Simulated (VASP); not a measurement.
# K3LuN2 (P-6m2) in VASP: a series of runs, part 2 of 2

VASP 6.6.1. The steps go on from the part before.

### Step 3. Relaxation of cell and atoms, PBE

INCAR

```
SYSTEM = K3LuN2
ALGO = Normal
EDIFF = 1E-6
EDIFFG = -0.04
ENCUT = 600
GGA = PE
IBRION = 2
ISIF = 3
ISMEAR = 0
LASPH = .TRUE.
LCHARG = .FALSE.
LREAL = .FALSE.
LWAVE = .FALSE.
NELM = 100
NSW = 90
PREC = Accurate
SIGMA = 0.1
```

KPOINTS

```
k-points
0
G
  6 6 4
  0 0 0
```

POSCAR

```
K3LuN2
1.0
    4.4378824998      0.0000000000      0.0000000000
   -2.2189412499      3.8433189839      0.0000000000
    0.0000000000      0.0000000000      6.8044392499
K Lu N
3 1 2
Direct
    0.3333333333      0.6666666667      0.5000000000
    0.6666666667      0.3333333333      0.0000000000
    0.6666666667      0.3333333333      0.5000000000
    0.3333333333      0.6666666667      0.0000000000
    0.0000000000      0.0000000000      0.2102559915
    0.0000000000      0.0000000000      0.7897440085
```

Potentials or basis: VASP PAW PBE potentials, release 64 (K_sv, Lu, N).

The run is started by

```
> cat potpaw_PBE.64/K_sv/POTCAR potpaw_PBE.64/Lu/POTCAR potpaw_PBE.64/N/POTCAR > POTCAR
> mpirun -np 1 vasp_std > vasp.out
```

It took 1.8 min on 1 thread of Intel Xeon 6975P-C (Granite Rapids), shared host; peak memory 0.33 GiB.

The run converged. Its results:

| Quantity | Value |
| --- | --- |
| Free energy | -17.1495 eV |
| Relaxed volume | 19.46 Å³/atom |
| Relaxed cell | a = 4.446 Å, b = 4.446 Å, c = 6.822 Å, α = 90.00°, β = 90.00°, γ = 120.00° |
| Space group after relaxing (to 0.05 Å) | P-6m2 (No. 187) |
| Energy gained by relaxing | 0.2 meV/atom |
| Ionic steps | 2 |
| Pressure after relaxing | 0.1 GPa |
| Largest force after relaxing | 0.014 eV/Å |
| Band gap on the k mesh | zero (band 31 reaches 3.22 eV, above the bottom of band 32 at 2.94 eV) |

Forces in eV/Å, atoms in the order of the input:
```
K    0.000  0.000  0.000
K    0.000  0.000  0.000
K    0.000  0.000  0.000
Lu   0.000  0.000  0.000
N    0.000  0.000  0.014
N    0.000  0.000 -0.014
```

The path:
| step | energy change (eV) | largest force (eV/Å) | pressure (GPa) | volume (Å³) |
| --- | --- | --- | --- | --- |
| 1 | 0.0000 | 0.0402 | 0.36 | 116.06 |
| 2 | -0.0012 | 0.0141 | 0.10 | 116.78 |

Final structure:
```xyz
6
Lattice="4.4461 0.0000 0.0000 -2.2230 3.8504 0.0000 0.0000 0.0000 6.8219" Properties=species:S:1:pos:R:3 pbc="T T T"
K     0.0000    2.5669    3.4110
K     2.2230    1.2835    0.0000
K     2.2230    1.2835    3.4110
Lu    0.0000    2.5669    0.0000
N     4.4461    0.0000    1.4363
N     4.4461    0.0000    5.3856
```

Levels at points of the mesh, in eV from the Fermi level:
```
           k point  band 28  band 29  band 30  band 31  band 32  band 33  band 34  band 35
(0.00, 0.00, 0.00)    -1.95    -1.46    -1.46    -0.95     0.17     0.78     0.78     1.61
(0.50, 0.00, 0.00)    -2.43    -1.89    -1.87    -0.14     0.60     1.06     1.33     1.74
(0.00, 0.00, 0.50)    -1.94    -1.46    -1.46    -1.14     0.05     1.09     1.09     1.65
(0.50, 0.00, 0.50)    -2.22    -2.13    -2.01    -0.88     1.10     1.37     1.44     1.50
```

Caveat: spin-orbit coupling is left out, which moves the levels of the heavy elements.

### Step 4. Single point, PBE

INCAR

```
PREC = Accurate
ENCUT = 520
EDIFF = 1E-6
ISMEAR = 0
SIGMA = 0.1
LREAL = F
LASPH = T
NELM = 80
ALGO = Normal
ISIF = 2
LWAVE = F
LCHARG = F
GGA = PE
NBANDS = 40
```

KPOINTS

```
Automatic mesh
0
Gamma
  12 12 6
```

POSCAR

```
K3LuN2
1.0
    4.4282902592      0.0000000000      0.0000000000
   -2.2141451296      3.8350118598      0.0000000000
    0.0000000000      0.0000000000      6.8230644566
K Lu N
3 1 2
Direct
    0.3333333333      0.6666666667      0.5000000000
    0.6666666667      0.3333333333      0.0000000000
    0.6666666667      0.3333333333      0.5000000000
    0.3333333333      0.6666666667      0.0000000000
    0.0000000000      0.0000000000      0.2109542538
    0.0000000000      0.0000000000      0.7890457462
```

The run is started by

```
> cat potpaw_PBE.64/K_sv/POTCAR potpaw_PBE.64/Lu/POTCAR potpaw_PBE.64/N/POTCAR > POTCAR
> mpirun -np 1 vasp_std > vasp.out
```

Wall time 3.4 min (1 thread of Intel Xeon 6975P-C (Granite Rapids), shared host); peak memory 0.48 GiB.

It converged, with:

* Free energy: -17.1410 eV
* Pressure: 0.5 GPa
* Largest force: 0.006 eV/Å
* Band gap on the k mesh: zero (band 31 reaches 3.30 eV, above the bottom of band 32 at 3.06 eV)

Forces on the atoms (eV/Å):
```
K    0.000  0.000  0.000
K    0.000  0.000  0.000
K    0.000  0.000  0.000
Lu   0.000  0.000  0.000
N    0.000  0.000  0.006
N    0.000  0.000 -0.006
```

Stress tensor (GPa, compression positive):
```
0.67 0.00 0.00
0.00 0.67 0.00
0.00 0.00 0.08
```

Levels at points of the mesh, in eV from the Fermi level:
```csv
k point,band 28,band 29,band 30,band 31,band 32,band 33,band 34,band 35
"(0.00, 0.00, 0.00)",-1.90,-1.41,-1.41,-0.87,0.20,0.83,0.83,1.69
"(0.50, 0.00, 0.00)",-2.40,-1.84,-1.83,-0.12,0.68,1.12,1.41,1.80
"(0.00, 0.00, 0.50)",-1.89,-1.42,-1.42,-1.10,0.13,1.14,1.14,1.72
"(0.50, 0.00, 0.50)",-2.19,-2.10,-1.97,-0.85,1.17,1.44,1.52,1.56
```

Caveat: spin-orbit coupling is left out, which moves the levels of the heavy elements.

### Step 5. Relaxation of cell and atoms, PBE

This run uses another cell than the first one, of 26.69 Å³/atom, 1.380 times its volume.

INCAR

```
PREC = Accurate ; ENCUT = 600
EDIFF = 1E-7 ; ISMEAR = 0
SIGMA = 0.1 ; LREAL = F
LASPH = T ; NELM = 100
ALGO = Normal ; ISIF = 3
LWAVE = F ; LCHARG = F
GGA = PE ; IBRION = 2
NSW = 90 ; EDIFFG = -0.04
```

KPOINTS

```
Automatic mesh
0
Gamma
  6 6 2
```

POSCAR

```
K3LuN2
1.0
    4.5321341000      0.0000000000      0.0000000000
   -2.2660670500      3.9249432600      0.0000000000
    0.0000000000      0.0000000000      9.0037793500
K Lu N
3 1 2
Direct
    0.3333333300      0.6666666700      0.5000000000
    0.6666666700      0.3333333300      0.0000000000
    0.6666666700      0.3333333300      0.5000000000
    0.3333333300      0.6666666700      0.0000000000
    0.0000000000      0.0000000000      0.2450700000
    0.0000000000      0.0000000000      0.7549300000
```

The run is started by

```
> cat potpaw_PBE.64/K_sv/POTCAR potpaw_PBE.64/Lu/POTCAR potpaw_PBE.64/N/POTCAR > POTCAR
> mpirun -np 1 vasp_std > vasp.out
```

It took 15 min on 1 thread of Intel Xeon 6975P-C (Granite Rapids), shared host; peak memory 0.41 GiB.

Results (log left out):

- Free energy: -17.1621 eV
- Relaxed volume: 19.53 Å³/atom
- Relaxed cell: a = 4.457 Å, b = 4.457 Å, c = 6.811 Å, α = 90.00°, β = 90.00°, γ = 120.00°
- Space group after relaxing (to 0.05 Å): P-6m2 (No. 187)
- Energy gained by relaxing: 668.3 meV/atom
- Ionic steps: 13
- Pressure after relaxing: -0.1 GPa
- Largest force after relaxing: 0.017 eV/Å
- Band gap on the k mesh: 0.06 eV, indirect (least direct gap 0.22 eV)

Forces in eV/Å, atoms in the order of the input:
```
K    0.000  0.000  0.000
K    0.000  0.000  0.000
K    0.000  0.000  0.000
Lu   0.000  0.000  0.000
N    0.000  0.000 -0.017
N    0.000  0.000  0.017
```

Step by step:
```
step  energy change (eV)  largest force (eV/Å)  pressure (GPa)  volume (Å³)
   1              0.0000                1.4638           -3.43       160.16
   2             -3.2735                0.9031           -4.90       144.18
   3             -3.3791                0.7339           -4.70       141.45
   4             -3.3858                0.6967           -4.65       140.88
   5             -3.7936                0.5734           -2.71       125.93
   6             -3.9226                0.3882            0.01       115.20
   7             -3.9237                0.3598            0.44       113.93
   8             -3.9806                0.3340            0.75       113.95
   9             -3.9826                0.3368            0.84       113.94
  10             -4.0027                0.1926            0.15       116.03
  11             -4.0079                0.0981           -0.27       117.61
  12             -4.0080                0.0842           -0.34       117.87
  13             -4.0099                0.0169           -0.07       117.20
```

Final structure:
```yaml
crystal:
  lattice:
    - [4.45745, 0.00000, 0.00000]
    - [-2.22873, 3.86027, 0.00000]
    - [0.00000, 0.00000, 6.81133]
  atoms:
    - { symbol: K, position: [0.33333, 0.66667, 0.50000] }
    - { symbol: K, position: [0.66667, 0.33333, 0.00000] }
    - { symbol: K, position: [0.66667, 0.33333, 0.50000] }
    - { symbol: Lu, position: [0.33333, 0.66667, 0.00000] }
    - { symbol: N, position: [0.00000, 0.00000, 0.21096] }
    - { symbol: N, position: [0.00000, 0.00000, 0.78904] }
```

Levels at points of the mesh, in eV from the valence-band top:
| k point | band 27 | band 28 | band 29 | band 30 | band 31 | band 32 | band 33 | band 34 | band 35 | band 36 |
| --- | --- | --- | --- | --- | --- | --- | --- | --- | --- | --- |
| (0.00, 0.00, 0.00) | -1.94 | -1.94 | -1.44 | -1.44 | -0.95 | 0.17 | 0.79 | 0.79 | 1.61 | 3.23 |
| (0.50, 0.00, 0.00) | -2.47 | -2.41 | -1.87 | -1.86 | -0.13 | 0.60 | 1.07 | 1.33 | 1.75 | 2.35 |
| (0.00, 0.00, 0.50) | -1.93 | -1.93 | -1.45 | -1.45 | -1.14 | 0.06 | 1.10 | 1.10 | 1.65 | 2.48 |
| (0.50, 0.00, 0.50) | -2.21 | -2.20 | -2.12 | -2.00 | -0.87 | 1.10 | 1.39 | 1.44 | 1.51 | 2.42 |

Caveat: the volume moved by over 15 % at a fixed basis, so the end points are rough; spin-orbit coupling is left out, which moves the levels of the heavy elements.

### Step 6. Overview

| task | cell | k mesh | cutoff (eV) | gap on the mesh (eV) | pressure (GPa) | relaxed volume (Å³/atom) | largest force (eV/Å) |
| --- | --- | --- | --- | --- | --- | --- | --- |
| single point | a = 4.438, b = 4.438, c = 6.804 Å, angles 90.0, 90.0, 120.0°, 6 atoms | 6 × 6 × 4 | 520 | none | 0.4 | - | 0.04 |
| relaxation of cell and atoms | relaxed from a = 4.438, b = 4.438, c = 6.804 Å, angles 90.0, 90.0, 120.0°, 6 atoms | 6 × 6 × 4 | 600 | none | 0.1 | 19.46 | 0.01 |
| single point | a = 4.428, b = 4.428, c = 6.823 Å, angles 90.0, 90.0, 120.0°, 6 atoms | 12 × 12 × 6 | 520 | none | 0.5 | - | 0.01 |
| relaxation of cell and atoms | relaxed from a = 4.532, b = 4.532, c = 9.004 Å, angles 90.0, 90.0, 120.0°, 6 atoms | 6 × 6 × 2 | 600 | 0.06 | -0.1 | 19.53 | 0.02 |

Alike in all rows: level PBE; potentials or basis VASP PAW PBE potentials, release 64 (K_sv, Lu, N); no spin polarisation; smearing gaussian 0.1 eV.

Caveats: spin-orbit coupling is left out, which moves the levels of the heavy elements; the volume moved by over 15 % at a fixed basis, so the end points are rough (some runs).

Absolute energies hang on the potentials; compare differences alone.
